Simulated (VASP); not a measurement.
# Si6O11 (a cell with a defect) in VASP: notebook

Runs on Si6O11 (a cell with a defect). Level: PBE. Tasks: single point.

All numbers are computed with VASP 6.6.1; they aren't measurements. Logs are shortened: lines on timing, memory, paths and dates and some standing lists are left out, and cuts for length are marked.

**1. The cell of the first run**

The cell holds a defect, 17 atoms: a = 5.021 Å, b = 5.509 Å, c = 8.696 Å, α = 90.00°, β = 90.00°, γ = 90.00°.

**2. Single point, PBE**

The input, INCAR:

```
ALGO     = Normal         # electronic algorithm
EDIFF    = 1E-7           # SCF threshold, eV
ENCUT    = 520            # plane-wave cutoff, eV
GGA      = PE             # functional
ISIF     = 2              # what is computed and relaxed
ISMEAR   = 0              # smearing method
LASPH    = True           # aspherical terms in the spheres
LCHARG   = False          # write CHGCAR
LREAL    = Auto         
LWAVE    = False          # write WAVECAR
NBANDS   = 59             # bands
NELECT   = 88.0         
NELM     = 100            # most SCF steps
PREC     = Accurate       # precision mode
SIGMA    = 0.05           # smearing width, eV
```

The input, KPOINTS:

```
k-points
0
Gamma
  4 4 2
```

The input, POSCAR:

```
Si6O11
1.0
   -2.5103274377      4.3480146658      0.0000000000
    0.0000000000      0.0000000000      5.5092660079
    7.5309823132      4.3480146658      0.0000000000
Si O
6 11
Direct
    0.7617495765      0.3333333333      0.2382504235
    0.2617495765      0.3333333333      0.7382504235
    0.9765008470      0.6666666667      0.5000000000
    0.4765008470      0.6666666667      0.0000000000
    0.2617495765      0.0000000000      0.2617495765
    0.7617495765      0.0000000000      0.7617495765
    0.0486521033      0.2055717715      0.2072260374
    0.5486521033      0.2055717715      0.7072260374
    0.7865130045      0.5389051049      0.3720609296
    0.2865130045      0.5389051049      0.8720609296
    0.6648348922      0.8722384382      0.9207130329
    0.2865130045      0.7944282285      0.1279390704
    0.7865130045      0.7944282285      0.6279390704
    0.6648348922      0.4610948951      0.0792869671
    0.1648348922      0.4610948951      0.5792869671
    0.1987675893     -0.1538170972      0.4337589010
    0.0486521033      0.1277615618      0.7927739626
```

Potentials or basis: VASP PAW PBE potentials, release 64 (Si, O).

On the command line:

```sh
$ cat potpaw_PBE.64/Si/POTCAR potpaw_PBE.64/O/POTCAR > POTCAR
$ mpirun -np 1 vasp_std > vasp.out
```

OUTCAR:

```text
EDIFF = 1E-7
   ENCUT = 520
   GGA = PE
   ISIF = 2
   ISMEAR = 0
   LASPH = True
   LREAL = Auto
   NELECT = 88.0
   NELM = 100
   PREC = Accurate

 ion  position               nearest neighbor table
   1  0.762  0.333  0.238-  14 1.63   7 1.63   9 1.63   5 3.12   5 3.12   3 3.12   4 3.12
   2  0.262  0.333  0.738-  15 1.63   8 1.63  17 1.63  10 1.63   6 3.12   6 3.12   4 3.12   3 3.12

   3  0.977  0.667  0.500-  16 1.60  13 1.63   9 1.63  15 1.63   5 3.12   6 3.12   1 3.12   2 3.12

   4  0.477  0.667  0.000-  12 1.63  10 1.63  11 1.63  14 1.63   6 3.12   5 3.12   2 3.12   1 3.12

   5  0.262  0.000  0.262-  12 1.63   7 1.63  16 1.75   3 3.12   4 3.12   1 3.12   1 3.12
   6  0.762  0.000  0.762-  11 1.63  17 1.63  13 1.63   8 1.63   4 3.12   3 3.12   2 3.12   2 3.12

   7  0.049  0.206  0.207-   1 1.63   5 1.63
   8  0.549  0.206  0.707-   2 1.63   6 1.63
   9  0.787  0.539  0.372-   3 1.63   1 1.63
  10  0.287  0.539  0.872-   4 1.63   2 1.63
  11  0.665  0.872  0.921-   6 1.63   4 1.63
  12  0.287  0.794  0.128-   4 1.63   5 1.63
  13  0.787  0.794  0.628-   3 1.63   6 1.63
  14  0.665  0.461  0.079-   1 1.63   4 1.63
  15  0.165  0.461  0.579-   2 1.63   3 1.63
  16  0.199  0.846  0.434-   3 1.60   5 1.75
  17  0.049  0.128  0.793-   6 1.63   2 1.63

  LATTYP: Found a simple orthorhombic cell.
 ALAT       =     5.0206548755
 B/A-ratio  =     1.0973201992
 C/A-ratio  =     1.7320508076

  Lattice vectors:

 A1 = (  -2.5103274377,   4.3480146658,   0.0000000000)
 A2 = (   0.0000000000,   0.0000000000,   5.5092660079)
 A3 = (   7.5309823132,   4.3480146658,   0.0000000000)

Analysis of symmetry for initial positions (statically):
=====================================================================
 Subroutine PRICEL returns:
 Original cell was already a primitive cell.

 Routine SETGRP: Setting up the symmetry group for a
 simple orthorhombic supercell.

 Subroutine GETGRP returns: Found  1 space group operations
 (whereof  1 operations were pure point group operations)
 out of a pool of  8 trial point group operations.

The static configuration has the point symmetry C_1 .

Analysis of symmetry for dynamics (positions and initial velocities):
=====================================================================
[... 136 lines left out ...]
   LREAL  =      T    real-space projection
   EDIFFG = 0.1E-05   stopping-criterion for IOM
   NSW    =      0    number of steps for IOM
   IBRION =     -1    ionic relax: 0-MD 1-quasi-New 2-CG
   NFREE  =      0    steps in history (QN), initial steepest desc. (CG)
   ISIF   =      2    stress and relaxation
   ISYM   =      2    0-nonsym 1-usesym 2-fastsym
   POTIM  = 0.5000    time-step for ionic-motion
   TEBEG  =    0.0;   TEEND  =   0.0 temperature during run
   PSTRESS=    0.0 pullay stress
   NELECT =      88.0000    total number of electrons
   NUPDOWN=      -1.0000    fix difference up-down
   EMIN   =  10.00;   EMAX   =-10.00  energy-range for DOS
   EFERMI =   0.00;   METHOD = LEGACY
   ISMEAR =     0;   SIGMA  =   0.05  broadening in eV -4-tet -1-fermi 0-gaus
   EFERMI_NEDOS =   21; number of points for ismear=-14 and -15
   IALGO  =     38    algorithm
   IMIX   =      4    mixing-type and parameters
     AMIX     =   0.40;   BMIX     =  1.00
     AMIX_MAG =   1.60;   BMIX_MAG =  1.00
  volume/ion in A,a.u.               =      14.15        95.48
  Fermi-wavevector in a.u.,A,eV,Ry     =   1.170875  2.212634 18.652897  1.370949
  Thomas-Fermi vector in A             =   2.307327
   LORBIT       =      0    0 simple, 1 ext, 2 COOP (PROOUT), +10 PAW based schemes
   GGA     = PE    functional components
   LHFCALC =     F    Hartree Fock is set to
   AEXX    =    0.0000 exact exchange contribution
   IVDW    =     0    specifies the selected vdW correction
   LEPSILON=     F    determine dielectric tensor
   LRPA    =     F    only Hartree local field effects (RPA)
 non-spin polarized calculation
 Gauss-broadening in eV      SIGMA  =   0.05
  energy-cutoff  :      520.00
  volume of cell :      240.53
 maximum number of plane-waves:      6512
 NGX is ok and might be reduce to    40
   NGX = 19   NGY = 21   NGZ = 33

 number of electron      87.9999993 magnetization

 Free energy of the ion-electron system (eV)
  ---------------------------------------------------
  ext. energy  EPLUGINS =         0.00000000
  ---------------------------------------------------
  free energy    TOTEN  =      -132.99966094 eV

  energy without entropy =     -132.98233332  energy(sigma->0) =     -132.99099713

 E-fermi :   0.5066     XC(G=0):  -8.5830

 val. band max:        0.5007565848   @ k =   0.2500   0.2500   0.5000
 cond. band min:       0.5255562346   @ k =   0.2500  -0.2500   0.5000
 fundamental gap:      0.0247996497
 Fermi energy:         0.5065591670

 k-point     1 :       0.0000    0.0000    0.0000
  band No.  band energies     occupation
      1     -19.0840      2.00000
      2     -18.4019      2.00000
      3     -18.1406      2.00000
      4     -17.8957      2.00000
      5     -17.8037      2.00000
      6     -17.1607      2.00000
[... 1169 lines left out ...]
     55      10.4814      0.00000
     56      10.6176      0.00000
 [bands above 56 left out]

------------------------ aborting loop because EDIFF is reached ----------------------------------------

  FORCE on cell =-STRESS in cart. coord.  units (eV):
  Direction    XX          YY          ZZ          XY          YZ          ZX
  --------------------------------------------------------------------------------------
  -------------------------------------------------------------------------------------
  Total      -18.3890284    -16.6382135    -17.2970396     -1.5653009     -1.6786043      2.5342231
  in kB     -122.4882019   -110.8261298   -115.2145309    -10.4263745    -11.1810814     16.8803065
  external PRESSURE =    -116.1762875 kB  Pullay stress =       0.0000000 kB

 VOLUME and BASIS-vectors are now :
 -----------------------------------------------------------------------------
  energy-cutoff  :      520.00
  volume of cell :      240.53
      direct lattice vectors                 reciprocal lattice vectors
    -2.510327438  4.348014666  0.000000000    -0.099588602  0.172492518  0.000000000
     0.000000000  0.000000000  5.509266008     0.000000000  0.000000000  0.181512383
     7.530982313  4.348014666  0.000000000     0.099588602  0.057497506  0.000000000

 POSITION                                       TOTAL-FORCE (eV/Angst)
 -----------------------------------------------------------------------------------
     -0.11798      4.34801      1.83642        -0.708176      0.392604      2.495123
      4.90267      4.34801      1.83642        -0.059711     -0.149788      0.161250
      1.31415      6.41985      3.67284         1.627987      0.757271     -1.018727
     -1.19617      2.07183      3.67284        -1.347153     -0.860275      0.242940
      1.31415      2.27618      0.00000         2.241958     -0.575519     -2.671578
      3.82448      6.62420      0.00000        -0.083522      0.010279     -0.105892
[... 9 lines left out ...]
      2.76766      2.75023      4.66185        -3.826590     -0.541918      3.364033
      5.84823      3.65853      0.70387         0.040225      0.069577      0.023780
 -----------------------------------------------------------------------------------
    total drift:                                0.003119     -0.007741     -0.000827

  FREE ENERGIE OF THE ION-ELECTRON SYSTEM (eV)
  ---------------------------------------------------
  free  energy   TOTEN  =      -132.9996609389 eV

  energy  without entropy=     -132.9823333156  energy(sigma->0) =     -132.99099713
```

Wall time 20 min (1 thread of Intel Xeon 8259CL, shared host); peak memory 0.43 GiB.

What came out:

* Free energy: -132.9997 eV
* Largest force: 5.124 eV/Å

Forces on the atoms (eV/Å):
```
Si  -0.708  0.393  2.495
Si  -0.060 -0.150  0.161
Si   1.628  0.757 -1.019
Si  -1.347 -0.860  0.243
Si   2.242 -0.576 -2.672
Si  -0.084  0.010 -0.106
O    0.324  0.496 -0.781
O   -0.086  0.075 -0.061
O   -0.367 -1.146 -0.875
O    0.327  0.259  0.134
O    0.514  0.114 -0.296
O    0.809  0.675  1.049
O   -0.262 -0.162  0.083
O    0.688  0.638 -1.191
O    0.168 -0.051 -0.551
O   -3.827 -0.542  3.364
O    0.040  0.070  0.024
```

Levels at points of the mesh, in eV from the Fermi level:
```csv
k point,band 41,band 42,band 43,band 44,band 45,band 46,band 47,band 48
"(0.00, 0.00, 0.00)",-0.71,-0.50,-0.25,-0.15,-0.04,4.38,6.26,6.72
"(0.50, 0.00, 0.00)",-0.71,-0.51,-0.05,0.03,0.55,3.33,6.60,6.68
"(0.00, 0.50, 0.00)",-0.79,-0.25,-0.17,-0.08,-0.01,4.12,6.75,7.11
"(0.50, 0.50, 0.00)",-0.57,-0.55,-0.47,-0.29,0.42,3.53,6.41,6.99
"(0.00, 0.00, 0.50)",-0.62,-0.51,-0.23,-0.18,-0.04,4.38,6.14,6.90
"(0.50, 0.00, 0.50)",-0.61,-0.50,-0.04,0.03,0.55,3.35,6.54,6.62
"(0.00, 0.50, 0.50)",-0.73,-0.30,-0.23,-0.08,-0.01,4.13,6.88,7.09
"(0.50, 0.50, 0.50)",-0.63,-0.53,-0.32,-0.23,0.37,3.52,6.43,6.97
```

Caveat: the k points lie up to 0.36 Å⁻¹ apart; the cell carries a net charge on a neutralising background, which shifts energy and pressure; the cell differs from its parent crystal (atoms taken out, atom 16 moved 1.000 of the way to it and +0.250 Å across, host rigid); the cell is charged against a uniform background, so pressure and absolute levels hang on convention.

**3. Single point, PBE**

The input, INCAR:

```
PREC = Accurate
ENCUT = 520
EDIFF = 1E-6
ISMEAR = 0
SIGMA = 0.05
LREAL = Auto
LASPH = True
NELM = 80
ALGO = Normal
ISIF = 2
LWAVE = False
LCHARG = False
GGA = PE
NBANDS = 59
NELECT = 88.0
```

The input, KPOINTS:

```
regular mesh
0
Gamma
  4 4 2
```

POSCAR: that of step 2 with these lines changed.

```diff
@@ -23,3 +23,3 @@
     0.1648348922      0.4610948951      0.5792869671
-    0.1987675893     -0.1538170972      0.4337589010
+    0.5486521033      0.1277615618      0.2927739626
     0.0486521033      0.1277615618      0.7927739626
```

Potentials or basis: VASP PAW PBE potentials, release 64 (Si, O).

On the command line:

```sh
$ cat potpaw_PBE.64/Si/POTCAR potpaw_PBE.64/O/POTCAR > POTCAR
$ mpirun -np 1 vasp_std > vasp.out
```

OUTCAR:

```text
PREC = Accurate
   ENCUT = 520
   EDIFF = 1E-6
   ISMEAR = 0
   LREAL = Auto
   LASPH = True
   NELM = 80
   ISIF = 2
   GGA = PE
   NELECT = 88.0

 ion  position               nearest neighbor table
   1  0.762  0.333  0.238-  14 1.63   7 1.63  16 1.63   9 1.63   5 3.12   5 3.12   3 3.12   4 3.12

   2  0.262  0.333  0.738-  15 1.63   8 1.63  17 1.63  10 1.63   6 3.12   6 3.12   4 3.12   3 3.12

   3  0.977  0.667  0.500-  13 1.63   9 1.63  15 1.63   5 3.12   6 3.12   1 3.12   2 3.12
   4  0.477  0.667  0.000-  12 1.63  10 1.63  11 1.63  14 1.63   6 3.12   5 3.12   2 3.12   1 3.12

   5  0.262  0.000  0.262-  16 1.63  12 1.63   7 1.63   3 3.12   4 3.12   1 3.12   1 3.12
   6  0.762  0.000  0.762-  11 1.63  17 1.63  13 1.63   8 1.63   4 3.12   3 3.12   2 3.12   2 3.12

   7  0.049  0.206  0.207-   1 1.63   5 1.63
   8  0.549  0.206  0.707-   2 1.63   6 1.63
   9  0.787  0.539  0.372-   3 1.63   1 1.63
  10  0.287  0.539  0.872-   4 1.63   2 1.63
  11  0.665  0.872  0.921-   6 1.63   4 1.63
  12  0.287  0.794  0.128-   4 1.63   5 1.63
  13  0.787  0.794  0.628-   3 1.63   6 1.63
  14  0.665  0.461  0.079-   1 1.63   4 1.63
  15  0.165  0.461  0.579-   2 1.63   3 1.63
[... 223 lines left out ...]
      1     -18.9930      2.00000
      2     -18.5421      2.00000
      3     -18.0816      2.00000
      4     -17.6685      2.00000
      5     -17.6310      2.00000
      6     -17.3876      2.00000
[... 1169 lines left out ...]
     55      10.4851      0.00000
     56      10.5231      0.00000
 [bands above 56 left out]

------------------------ aborting loop because EDIFF is reached ----------------------------------------

  FORCE on cell =-STRESS in cart. coord.  units (eV):
  Direction    XX          YY          ZZ          XY          YZ          ZX
  --------------------------------------------------------------------------------------
  -------------------------------------------------------------------------------------
  Total      -17.6464588    -16.6454591    -16.7165836     -0.2730625     -0.3377813      3.0286878
  in kB     -117.5419910   -110.8743928   -111.3481485     -1.8188525     -2.2499410     20.1739054
  external PRESSURE =    -113.2548441 kB  Pullay stress =       0.0000000 kB

 VOLUME and BASIS-vectors are now :
 -----------------------------------------------------------------------------
  energy-cutoff  :      520.00
  volume of cell :      240.53
      direct lattice vectors                 reciprocal lattice vectors
    -2.510327438  4.348014666  0.000000000    -0.099588602  0.172492518  0.000000000
     0.000000000  0.000000000  5.509266008     0.000000000  0.000000000  0.181512383
     7.530982313  4.348014666  0.000000000     0.099588602  0.057497506  0.000000000

 POSITION                                       TOTAL-FORCE (eV/Angst)
 -----------------------------------------------------------------------------------
     -0.11798      4.34801      1.83642        -0.733049     -1.168461      0.481035
      4.90267      4.34801      1.83642         0.947720      1.185871     -0.166143
      1.31415      6.41985      3.67284         2.349046     -0.580463     -2.478385
     -1.19617      2.07183      3.67284        -1.112933     -0.001295     -0.788051
      1.31415      2.27618      0.00000        -3.270419     -0.392198      1.234940
      3.82448      6.62420      0.00000         0.974035      0.406258      1.092556
[... 9 lines left out ...]
      0.82758      3.65853      0.70387         1.146370     -0.363776     -0.888443
      5.84823      3.65853      0.70387        -0.339759     -0.143596      0.038217
 -----------------------------------------------------------------------------------
    total drift:                                0.002721     -0.008718     -0.002978

  FREE ENERGIE OF THE ION-ELECTRON SYSTEM (eV)
  ---------------------------------------------------
  free  energy   TOTEN  =      -133.5608072353 eV

  energy  without entropy=     -133.5494066987  energy(sigma->0) =     -133.55510697
```

Wall time 21 min (1 thread of Intel Xeon 8259CL, shared host); peak memory 0.43 GiB.

Results:

| Property | Result |
| --- | --- |
| Free energy | -133.5608 eV |
| Largest force | 3.518 eV/Å |

Forces on the atoms (eV/Å):
```
Si  -0.733 -1.168  0.481
Si   0.948  1.186 -0.166
Si   2.349 -0.580 -2.478
Si  -1.113 -0.001 -0.788
Si  -3.270 -0.392  1.235
Si   0.974  0.406  1.093
O    0.625  0.885 -1.025
O   -0.249 -0.172 -0.109
O    0.077  0.808  1.213
O    0.014 -0.012  0.161
O    0.075 -0.046 -0.129
O    2.080  0.099  0.633
O   -1.688 -0.009 -0.071
O    0.391  0.470 -0.340
O   -1.286 -0.966  1.140
O    1.146 -0.364 -0.888
O   -0.340 -0.144  0.038
```

Levels at points of the mesh, in eV from the Fermi level:
| k point | band 41 | band 42 | band 43 | band 44 | band 45 | band 46 | band 47 | band 48 |
| --- | --- | --- | --- | --- | --- | --- | --- | --- |
| (0.00, 0.00, 0.00) | -0.89 | -0.59 | -0.27 | -0.04 | -0.03 | 3.90 | 6.39 | 6.65 |
| (0.50, 0.00, 0.00) | -0.71 | -0.63 | -0.19 | -0.05 | 0.08 | 3.75 | 6.36 | 6.93 |
| (0.00, 0.50, 0.00) | -0.78 | -0.45 | -0.27 | -0.05 | 0.10 | 3.73 | 6.35 | 6.89 |
| (0.50, 0.50, 0.00) | -0.90 | -0.62 | -0.54 | -0.37 | 0.16 | 3.88 | 6.62 | 7.06 |
| (0.00, 0.00, 0.50) | -0.81 | -0.64 | -0.25 | -0.07 | 0.12 | 3.79 | 6.30 | 6.82 |
| (0.50, 0.00, 0.50) | -0.71 | -0.60 | -0.19 | -0.05 | 0.03 | 3.77 | 6.38 | 6.97 |
| (0.00, 0.50, 0.50) | -0.74 | -0.53 | -0.33 | -0.04 | 0.15 | 3.72 | 6.39 | 6.90 |
| (0.50, 0.50, 0.50) | -0.81 | -0.58 | -0.54 | -0.30 | 0.08 | 3.88 | 6.68 | 7.07 |

Caveat: the k points lie up to 0.36 Å⁻¹ apart; the cell carries a net charge on a neutralising background, which shifts energy and pressure; the cell differs from its parent crystal (atoms taken out, atom 16 moved 0.000 of the way to it and +0.000 Å across, host rigid); the cell is charged against a uniform background, so pressure and absolute levels hang on convention.

[end of part 1 of 2]
